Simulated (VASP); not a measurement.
Here is a VASP 6.6.1 calculation.

File POSCAR:

```
N
1.0
    3.5804190885      0.0000000000      0.0000000000
   -1.7902095442      3.1007338868      0.0000000000
    0.0000000000      0.0000000000      7.6415025808
N
4
Direct
    0.3333333333      0.6666666667      0.3215708973
    0.3333333333      0.6666666667      0.1784291027
    0.6666666667      0.3333333333      0.8215708973
    0.6666666667      0.3333333333      0.6784291027
```

The input INCAR.step1:

```
SYSTEM = N
ALGO = Normal
EDIFF = 1E-4
ENCUT = 520
GGA = PE
ISMEAR = -1
LASPH = .TRUE.
LCHARG = .FALSE.
LREAL = .FALSE.
LWAVE = .TRUE.
NBANDS = 18
NELM = 80
PREC = Accurate
SIGMA = 0.02
```

File INCAR.step2:

```
SYSTEM = N
ALGO = Normal
BPARAM = 11.95
CPARAM = 0.0093
EDIFF = 1E-7
ENCUT = 520
ISIF = 2
ISMEAR = -1
ISTART = 1
IVDW_NL = 2
LASPH = .TRUE.
LCHARG = .TRUE.
LELF = .TRUE.
LMIXTAU = .TRUE.
LREAL = .FALSE.
LUSE_VDW = .TRUE.
LVHAR = .TRUE.
LWAVE = .FALSE.
METAGGA = R2SCAN
NBANDS = 18
NELM = 80
PREC = Accurate
SIGMA = 0.02
```

Contents of KPOINTS:

```
k-points
0
G
  12 12 4
  0 0 0
```

Potentials or basis: VASP PAW PBE potentials, release 64 (N).

The run is started by

```sh
$ cat potpaw_PBE.64/N/POTCAR > POTCAR
$ cp INCAR.step1 INCAR
$ mpirun -np 1 vasp_std > vasp.out
$ cp INCAR.step2 INCAR
$ mpirun -np 1 vasp_std > vasp.out
```

(1) Predict the largest force.

(2) Estimate the pressure.

(3) What does it give for the band gap on the k mesh?

## Answers

(1) 2.307 eV/Å.

(2) 2.8 GPa.

(3) 7.67 eV (least direct gap 7.73 eV).

Caveat: the standard files for N, O and F lose accuracy on very short bonds; the PAW data sets were made with another functional, which shifts forces and pressure a little.
